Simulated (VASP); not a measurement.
A run of VASP 6.6.1 is set up as follows.

Contents of INCAR:

```
SYSTEM = GaP
  PREC = Accurate
  ENCUT = 520
  EDIFF = 1E-7
  ISMEAR = 0
  SIGMA = 0.01
  LREAL = .False.
  LASPH = .True.
  NELM = 60
  ALGO = Normal
  ISIF = 2
  LWAVE = .False.
  LCHARG = .False.
  GGA = CA
  NBANDS = 16
```

Contents of KPOINTS:

```
regular mesh
0
Gamma
  8 8 8
  0 0 0
```

POSCAR

```
GaP
1.0
    0.0000000000      2.6024402569      2.6024402569
    2.6024402569      0.0000000000      2.6024402569
    2.6024402569      2.6024402569      0.0000000000
Ga P
1 1
Direct
    0.0000000000      0.0000000000      0.0000000000
    0.7500000000      0.7500000000      0.7500000000
```

Potentials or basis: VASP PAW LDA potentials, release 64 (Ga_d, P).

Run with:

```sh
$ cat potpaw_LDA.64/Ga_d/POTCAR potpaw_LDA.64/P/POTCAR > POTCAR
$ mpirun -np 1 vasp_std > vasp.out
```

Problem. Estimate the band gap on the k mesh.

Solution. 1.19 eV (least direct gap 2.81 eV).

Problem. Predict the pressure.

Solution. 12.2 GPa.

Caveat: the cell stands under pressure. A k mesh can miss the band edges.
